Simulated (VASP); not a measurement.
A run of VASP 6.6.1 is set up as follows.

The input INCAR:

```
PREC = Accurate ; ENCUT = 520
EDIFF = 1E-8 ; ISMEAR = -1
SIGMA = 0.08 ; LREAL = False
LASPH = True ; NELM = 80
ALGO = Normal ; ISIF = 2
LWAVE = False ; LCHARG = False
GGA = PE ; LEFG = True
NBANDS = 24
```

File KPOINTS:

```
regular mesh
0
Gamma
  8 8 5
```

POSCAR

```
BaTe
1.0
    5.9794057674      0.0000000000      0.0000000000
   -2.9897028837      5.1783172940      0.0000000000
    0.0000000000      0.0000000000      7.0000356465
Ba Te
2 2
Direct
    0.3333333333      0.6666666667     -0.0619137239
    0.6666666667      0.3333333333      0.4380862761
    0.3333333333      0.6666666667      0.4379137239
    0.6666666667      0.3333333333      0.9379137239
```

Potentials or basis: VASP PAW PBE potentials, release 64 (Ba_sv, Te).

Command:

```sh
$ cat potpaw_PBE.64/Ba_sv/POTCAR potpaw_PBE.64/Te/POTCAR > POTCAR
$ mpirun -np 1 vasp_std > vasp.out
```

(1) What does it give for the band gap on the k mesh?

(2) What does it give for the pressure?

Results:

(1) 1.93 eV (least direct gap 2.23 eV).

(2) 0.2 GPa.

Caveat: without QUAD_EFG the Cq values of the log hold for a quadrupole moment of 1 mb, not for the nuclei; spin-orbit coupling is left out, which moves the levels of the heavy elements.
